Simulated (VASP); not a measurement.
**F: relaxation of cell and atoms with PBE**

Crystal: F.

```
F
1.0
    -1.40625    1.40625    1.40625
     1.40625   -1.40625    1.40625
     1.40625    1.40625   -1.40625
F
1
Direct
  0.00000 0.00000 0.00000
```

```yaml
Program: VASP 6.6.1
Task: relaxation of cell and atoms
Functional: PBE
Potentials_or_basis: VASP PAW PBE potentials, release 64 (F)
Cutoff: 600 eV
k_mesh: 18 × 18 × 18, shifted
Occupations: fermi-dirac, width 0.05 eV
Spin: no spin polarisation
Dipole_correction: no
Further_INCAR_settings: ALGO = Normal; EDIFF = 1e-06; IBRION = 2; EDIFFG = -0.005; NSW = 100; ISIF = 3
```

* Relaxed volume: 9.91 Å³/atom
* Relaxed cell: a = 2.344 Å, b = 2.344 Å, c = 2.344 Å, α = 109.47°, β = 109.47°, γ = 109.47°
* Space group after relaxing (to 0.1 Å): Im-3m (No. 229)
* Energy gained by relaxing: 19.4 meV/atom
* Ionic steps: 4
* Pressure after relaxing: 0.1 GPa
* Band gap on the k mesh: zero (an odd number of electrons rules out a gap without spin polarisation)

The path:
| step | energy change (eV) | largest force (eV/Å) | pressure (GPa) | volume (Å³) |
| --- | --- | --- | --- | --- |
| 1 | 0.0000 | 0.0000 | -4.55 | 11.12 |
| 2 | -0.0121 | 0.0000 | -3.10 | 10.62 |
| 3 | -0.0193 | 0.0000 | -0.36 | 9.99 |
| 4 | -0.0194 | 0.0000 | 0.05 | 9.91 |

Final structure:
```cif
data_structure
_symmetry_space_group_name_H-M 'P 1'
_symmetry_Int_Tables_number 1
_cell_length_a 2.3440
_cell_length_b 2.3440
_cell_length_c 2.3440
_cell_angle_alpha 109.471
_cell_angle_beta 109.471
_cell_angle_gamma 109.471
_cell_volume 9.91
loop_
_atom_site_label
_atom_site_type_symbol
_atom_site_fract_x
_atom_site_fract_y
_atom_site_fract_z
_atom_site_occupancy
F1 F 0.00000 0.00000 0.00000 1
```

Levels at points of the mesh, in eV from the Fermi level:
| k point | band 1 | band 2 | band 3 | band 4 | band 5 | band 6 | band 7 |
| --- | --- | --- | --- | --- | --- | --- | --- |
| (0.03, 0.03, 0.03) | -21.80 | 0.21 | 0.43 | 0.43 | 14.14 | 35.33 | 35.33 |

Run time: 46 s on 1 thread of Intel Xeon 8259CL, on a shared host, peak memory 0.13 GiB.

Caveat: an odd number of electrons without spin polarisation forces a metal; a magnetic or distorted state may lie lower.
